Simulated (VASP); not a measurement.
# TiTe2 (P4_2/mnm) in VASP: relaxation of cell and atoms with PBEsol

Aim: the relaxation of cell and atoms of TiTe2 with PBEsol.

Everything below comes from runs of VASP 6.6.1. Logs are shortened: lines on timing, memory, paths and dates and some standing lists are left out, and cuts for length are marked.

**1. The cell of the first run**

The structure is tetragonal, space group P4_2/mnm (No. 136). The conventional cell has a = 7.304 Å, b = 7.304 Å, c = 4.820 Å, α = 90.00°, β = 90.00°, γ = 90.00°. Ti (site symmetry mmm) has 6 Te at 3.14 to 3.15 Å within 4.1 Å. Te (site symmetry m2m) has 3 Ti at 3.14 to 3.15 Å and 1 Te at 4.03 Å within 4.1 Å.

**2. Relaxation of cell and atoms, PBEsol**

INCAR

```
PREC = Accurate
ENCUT = 500
EDIFF = 1E-7
ISMEAR = -1
SIGMA = 0.03
LREAL = False
LASPH = True
NELM = 120
ALGO = Normal
ISIF = 3
LWAVE = False
LCHARG = False
GGA = PS
IBRION = 2
NSW = 100
EDIFFG = -0.01
GGA_COMPAT = False
NELMIN = 4
```

KPOINTS

```
Automatic mesh
0
Gamma
  4 4 4
```

POSCAR

```
TiTe2
1.0
    7.3037857600      0.0000000000      0.0000000000
    0.0000000000      7.3037857600      0.0000000000
    0.0000000000      0.0000000000      4.8204986016
Ti Te
2 4
Direct
    0.0000000000      0.0000000000      0.0000000000
    0.5000000000      0.5000000000      0.5000000000
    0.3050000000      0.3050000000      0.0000000000
    0.1950000000      0.8050000000      0.5000000000
    0.8050000000      0.1950000000      0.5000000000
    0.6950000000      0.6950000000      0.0000000000
```

Potentials or basis: VASP PAW PBE potentials, release 64 (Ti_sv, Te).

On the command line:

```
> cat potpaw_PBE.64/Ti_sv/POTCAR potpaw_PBE.64/Te/POTCAR > POTCAR
> mpirun -np 1 vasp_std > vasp.out
```

OUTCAR:

```text
PREC = Accurate
   ENCUT = 500
   EDIFF = 1E-7
   ISMEAR = -1
   LREAL = False
   LASPH = True
   NELM = 120
   ISIF = 3
   GGA = PS
   IBRION = 2
   NSW = 100
   EDIFFG = -0.01
   NELMIN = 4

 ion  position               nearest neighbor table
   1  0.000  0.000  0.000-   4 3.14   5 3.14   4 3.14   5 3.14   3 3.15   6 3.15
   2  0.500  0.500  0.500-   3 3.14   6 3.14   3 3.14   6 3.14   5 3.15   4 3.15
   3  0.305  0.305  0.000-   2 3.14   2 3.14   1 3.15
   4  0.195  0.805  0.500-   1 3.14   1 3.14   2 3.15
   5  0.805  0.195  0.500-   1 3.14   1 3.14   2 3.15
   6  0.695  0.695  0.000-   2 3.14   2 3.14   1 3.15

  LATTYP: Found a simple tetragonal cell.
 ALAT       =     7.3037857600
 C/A-ratio  =     0.6600000000

  Lattice vectors:

 A1 = (   7.3037857600,   0.0000000000,   0.0000000000)
 A2 = (   0.0000000000,   7.3037857600,   0.0000000000)
 A3 = (   0.0000000000,   0.0000000000,   4.8204986016)

Analysis of symmetry for initial positions (statically):
=====================================================================
 Subroutine PRICEL returns:
 Original cell was already a primitive cell.

 Routine SETGRP: Setting up the symmetry group for a
 simple tetragonal supercell.

 Subroutine GETGRP returns: Found 16 space group operations
 (whereof  8 operations were pure point group operations)
 out of a pool of 16 trial point group operations.

The static configuration has the point symmetry D_2h.
 The point group associated with its full space group is D_4h.

Analysis of symmetry for dynamics (positions and initial velocities):
=====================================================================
 Subroutine PRICEL returns:
 Original cell was already a primitive cell.

 Routine SETGRP: Setting up the symmetry group for a
 simple tetragonal supercell.

 Subroutine GETGRP returns: Found 16 space group operations
 (whereof  8 operations were pure point group operations)
 out of a pool of 16 trial point group operations.

The dynamic configuration has the point symmetry D_2h.
 The point group associated with its full space group is D_4h.

 Subroutine INISYM returns: Found 16 space group operations
 (whereof  8 operations are pure point group operations),
 and found     1 'primitive' translations

----------------------------------------------------------------------------------------

                                     Primitive cell

  volume of cell :     257.1509

  direct lattice vectors                    reciprocal lattice vectors
     7.303785760  0.000000000  0.000000000     0.136915297  0.000000000  0.000000000
     0.000000000  7.303785760  0.000000000     0.000000000  0.136915297  0.000000000
     0.000000000  0.000000000  4.820498602     0.000000000  0.000000000  0.207447420

  length of vectors
     7.303785760  7.303785760  4.820498602     0.136915297  0.136915297  0.207447420

  position of ions in fractional coordinates (direct lattice)
     0.000000000  0.000000000  0.000000000
     0.500000000  0.500000000  0.500000000
     0.305000000  0.305000000  0.000000000
     0.195000000  0.805000000  0.500000000
     0.805000000  0.195000000  0.500000000
     0.695000000  0.695000000  0.000000000

  ion indices of the primitive-cell ions
   primitive index   ion index
                 1           1
                 2           2
                 3           3
                 4           4
                 5           5
                 6           6

----------------------------------------------------------------------------------------

 KPOINTS: Automatic mesh

Automatic generation of k-mesh.
 Grid dimensions read from file:
 generate k-points for:    4    4    4

 Generating k-lattice:

  Cartesian coordinates                     Fractional coordinates (reciprocal lattice)
     0.034228824  0.000000000  0.000000000     0.250000000  0.000000000  0.000000000
     0.000000000  0.034228824  0.000000000     0.000000000  0.250000000  0.000000000
     0.000000000  0.000000000  0.051861855     0.000000000  0.000000000  0.250000000

  Length of vectors
     0.034228824  0.034228824  0.051861855

  Shift w.r.t. Gamma in fractional coordinates (k-lattice)
     0.000000000  0.000000000  0.000000000

 Subroutine IBZKPT returns following result:
 ===========================================

 Found     18 irreducible k-points:

 Following reciprocal coordinates:
            Coordinates               Weight
  0.000000  0.000000  0.000000      1.000000
  0.250000  0.000000  0.000000      4.000000
  0.500000  0.000000  0.000000      2.000000
  0.250000  0.250000  0.000000      4.000000
  0.500000  0.250000  0.000000      4.000000
  0.500000  0.500000  0.000000      1.000000
[... 10 lines left out ...]
  0.500000  0.250000  0.500000      4.000000
  0.500000  0.500000  0.500000      1.000000
   k-points           NKPTS =     18   k-points in BZ     NKDIM =     18   number of bands    NBANDS=     28
   number of dos      NEDOS =    301   number of ions     NIONS =      6
   total plane-waves  NPLWV = 104976
   dimension x,y,z NGX =    54 NGY =   54 NGZ =   36
   dimension x,y,z NGXF=   108 NGYF=  108 NGZF=   72
   ions per type =               2   4
   NGX,Y,Z   is equivalent  to a cutoff of  12.29, 12.29, 12.42 a.u.
   NGXF,Y,Z  is equivalent  to a cutoff of  24.58, 24.58, 24.83 a.u.
 SYSTEM =  unknown system
   PREC   = accura    normal or accurate (medium, high low for compatibility)
   ISTART =      0    job   : 0-new  1-cont  2-samecut
   ICHARG =      2    charge: 1-file 2-atom 10-const
   ISPIN  =      1    spin polarized calculation?
   LNONCOLLINEAR =      F non collinear calculations
   LSORBIT =      F    spin-orbit coupling
   LASPH  =      T    aspherical Exc in radial PAW
   ENCUT  =  500.0 eV  36.75 Ry    6.06 a.u.  13.32 13.32  8.79*2*pi/ulx,y,z
   NELM   =    120;   NELMIN=  4; NELMDL= -5     # of ELM steps
   EDIFF  = 0.1E-06   stopping-criterion for ELM
   LREAL  =      F    real-space projection
   EDIFFG = -.1E-01   stopping-criterion for IOM
   NSW    =    100    number of steps for IOM
   IBRION =      2    ionic relax: 0-MD 1-quasi-New 2-CG
   NFREE  =      1    steps in history (QN), initial steepest desc. (CG)
   ISIF   =      3    stress and relaxation
   ISYM   =      2    0-nonsym 1-usesym 2-fastsym
   POTIM  = 0.5000    time-step for ionic-motion
   TEBEG  =    0.0;   TEEND  =   0.0 temperature during run
   PSTRESS=    0.0 pullay stress
   NELECT =      48.0000    total number of electrons
   NUPDOWN=      -1.0000    fix difference up-down
   EMIN   =  10.00;   EMAX   =-10.00  energy-range for DOS
   EFERMI =   0.00;   METHOD = LEGACY
   ISMEAR =    -1;   SIGMA  =   0.03  broadening in eV -4-tet -1-fermi 0-gaus
   EFERMI_NEDOS =   21; number of points for ismear=-14 and -15
   IALGO  =     38    algorithm
   IMIX   =      4    mixing-type and parameters
     AMIX     =   0.40;   BMIX     =  1.00
     AMIX_MAG =   1.60;   BMIX_MAG =  1.00
  volume/ion in A,a.u.               =      42.86       289.22
  Fermi-wavevector in a.u.,A,eV,Ry     =   0.935605  1.768037 11.909953  0.875357
  Thomas-Fermi vector in A             =   2.062530
   LORBIT       =      0    0 simple, 1 ext, 2 COOP (PROOUT), +10 PAW based schemes
   GGA     = PS    functional components
   LHFCALC =     F    Hartree Fock is set to
   AEXX    =    0.0000 exact exchange contribution
   IVDW    =     0    specifies the selected vdW correction
   LEPSILON=     F    determine dielectric tensor
   LRPA    =     F    only Hartree local field effects (RPA)
 conjugate gradient relaxation of ions
 non-spin polarized calculation
  energy-cutoff  :      500.00
  volume of cell :      257.15
 maximum number of plane-waves:      6562
 NGX is ok and might be reduce to    54
   NGX = 27   NGY = 27   NGZ = 17

--------------------------------------- Ionic step        1  -------------------------------------------

 number of electron      48.0000004 magnetization

 Free energy of the ion-electron system (eV)
  ---------------------------------------------------
  ext. energy  EPLUGINS =         0.00000000
  ---------------------------------------------------
  free energy    TOTEN  =       -29.27611723 eV

  energy without entropy =      -29.25326110  energy(sigma->0) =      -29.26468916

 E-fermi :   2.1898     XC(G=0):  -7.9633

 val. band max:        2.1848125470   @ k =   0.2500   0.2500   0.0000
 cond. band min:       2.1973811476   @ k =   0.0000   0.0000   0.0000
 fundamental gap:      0.0125686006
 Fermi energy:         2.1897575322

 k-point     1 :       0.0000    0.0000    0.0000
  band No.  band energies     occupation
      1     -55.9461      2.00000
      2     -55.9461      2.00000
      3     -32.2643      2.00000
      4     -32.2641      2.00000
      5     -32.2533      2.00000
      6     -32.2533      2.00000
[... 660 lines left out ...]
  FREE ENERGIE OF THE ION-ELECTRON SYSTEM (eV)
  ---------------------------------------------------
  free  energy   TOTEN  =       -33.9321987476 eV

  energy  without entropy=      -33.9237654696  energy(sigma->0) =      -33.92798211

[... ionic steps 4 to 14 ...]

--------------------------------------- Ionic step       15  -------------------------------------------

 number of electron      47.9999990 magnetization

------------------------ aborting loop because EDIFF is reached ----------------------------------------

  FORCE on cell =-STRESS in cart. coord.  units (eV):
  Direction    XX          YY          ZZ          XY          YZ          ZX
  --------------------------------------------------------------------------------------
  -------------------------------------------------------------------------------------
  Total        0.0307294      0.0307294      0.1461196      0.0000000      0.0000000      0.0000000
  in kB        0.3029139      0.3029139      1.4403660      0.0000000      0.0000000      0.0000000
  external PRESSURE =       0.6820646 kB  Pullay stress =       0.0000000 kB
[... 65 lines left out ...]
  energy  without entropy=      -34.2207680108  energy(sigma->0) =      -34.22540809

--------------------------------------- Ionic step       17  -------------------------------------------

 number of electron      47.9999990 magnetization

 Free energy of the ion-electron system (eV)
  ---------------------------------------------------
  ext. energy  EPLUGINS =         0.00000000
  ---------------------------------------------------
  free energy    TOTEN  =       -34.23011679 eV

  energy without entropy =      -34.22099906  energy(sigma->0) =      -34.22555793

 E-fermi :   6.6156     XC(G=0):  -9.8731

 val. band max:        6.5844041193   @ k =   0.5000   0.2500   0.0000
 cond. band min:       6.6496715826   @ k =   0.2500   0.2500   0.0000
 fundamental gap:      0.0652674633
 Fermi energy:         6.6155653837

 k-point     1 :       0.0000    0.0000    0.0000
  band No.  band energies     occupation
      1     -50.4561      2.00000
      2     -50.4561      2.00000
      3     -26.9429      2.00000
      4     -26.9429      2.00000
      5     -26.8140      2.00000
      6     -26.8123      2.00000
[... 580 lines left out ...]
  FREE ENERGIE OF THE ION-ELECTRON SYSTEM (eV)
  ---------------------------------------------------
  free  energy   TOTEN  =       -34.2301167877 eV

  energy  without entropy=      -34.2209990644  energy(sigma->0) =      -34.22555793

 reached required accuracy - stopping structural energy minimisation
```

Run time: 39 min. Hardware: 1 thread of Oxide Virtual Turin-like, shared host; peak memory 0.36 GiB.

What came out:

| Property | Result |
| --- | --- |
| Free energy | -34.2301 eV |
| Relaxed volume | 27.12 Å³/atom |
| Relaxed cell | a = 6.695 Å, b = 6.695 Å, c = 3.630 Å, α = 90.00°, β = 90.00°, γ = 90.00° |
| Space group after relaxing (to 0.1 Å) | P4_2/mnm (No. 136) |
| Energy gained by relaxing | 825.7 meV/atom |
| Ionic steps | 17 |
| Pressure after relaxing | 0.0 GPa |
| Largest force after relaxing | 0.005 eV/Å |
| Band gap on the k mesh | zero (bands 24 and 25 overlap by 0.40 eV) |

Forces in eV/Å, atoms in the order of the input:
```
Ti   0.000  0.000  0.000
Ti   0.000  0.000  0.000
Te  -0.003 -0.003  0.000
Te   0.003 -0.003  0.000
Te  -0.003  0.003  0.000
Te   0.003  0.003  0.000
```

The path:
| step | energy change (eV) | largest force (eV/Å) | pressure (GPa) | volume (Å³) |
| --- | --- | --- | --- | --- |
| 1 | 0.0000 | 0.4907 | -10.79 | 257.15 |
| 2 | -4.6326 | 0.8231 | 1.98 | 163.78 |
| 3 | -4.6561 | 0.6485 | 0.16 | 168.03 |
| 4 | -4.7805 | 0.4604 | 0.03 | 167.18 |
| 5 | -4.9227 | 0.0588 | -0.24 | 165.07 |
| 6 | -4.9382 | 0.0475 | -0.37 | 164.29 |
| 7 | -4.9364 | 0.2981 | -0.46 | 162.58 |
| 8 | -4.9460 | 0.1377 | -0.46 | 163.64 |
| 9 | -4.9464 | 0.2004 | -0.46 | 163.24 |
| 10 | -4.9469 | 0.1626 | -0.47 | 163.48 |
| 11 | -4.9442 | 0.0867 | 1.06 | 160.10 |
| 12 | -4.9528 | 0.0617 | 0.17 | 162.04 |
| 13 | -4.9537 | 0.0172 | -0.12 | 162.92 |
| 14 | -4.9538 | 0.0261 | -0.06 | 162.74 |
| 15 | -4.9539 | 0.0072 | 0.07 | 162.53 |
| 16 | -4.9539 | 0.0013 | 0.05 | 162.59 |
| 17 | -4.9540 | 0.0048 | -0.01 | 162.74 |

Final structure:
```yaml
crystal:
  lattice:
    - [6.69532, 0.00000, 0.00000]
    - [0.00000, 6.69532, 0.00000]
    - [0.00000, 0.00000, 3.63039]
  atoms:
    - { symbol: Ti, position: [0.00000, 0.00000, 0.00000] }
    - { symbol: Ti, position: [0.50000, 0.50000, 0.50000] }
    - { symbol: Te, position: [0.29308, 0.29308, 0.00000] }
    - { symbol: Te, position: [0.20692, 0.79308, 0.50000] }
    - { symbol: Te, position: [0.79308, 0.20692, 0.50000] }
    - { symbol: Te, position: [0.70692, 0.70692, 0.00000] }
```

Levels at points of the mesh, in eV from the Fermi level:
```tsv
k point	band 21	band 22	band 23	band 24	band 25	band 26	band 27	band 28
(0.00, 0.00, 0.00)	-0.44	-0.27	-0.26	0.30	0.30	0.62	0.62	1.29
(0.50, 0.00, 0.00)	-0.68	-0.68	-0.31	-0.31	0.31	0.31	1.30	1.30
(0.50, 0.50, 0.00)	-1.38	-1.38	-0.35	-0.35	0.20	0.20	0.63	0.63
(0.00, 0.00, 0.50)	-2.20	-2.20	-1.86	-1.86	0.91	0.91	1.43	1.43
(0.50, 0.00, 0.50)	-2.00	-2.00	-0.91	-0.91	-0.11	-0.11	1.39	1.39
(0.50, 0.50, 0.50)	-1.19	-1.19	-0.85	-0.85	0.69	0.69	0.78	0.78
```

Caveat: the volume moved by over 15 % at a fixed basis, so the end points are rough; the structure was generated, so it needn't be the stable form of TiTe2; the PAW data sets were made with another functional, which shifts forces and pressure a little; spin-orbit coupling is left out, which moves the levels of the heavy elements.

The gap in the log of VASP goes by the Fermi energy; the results here count the filled bands.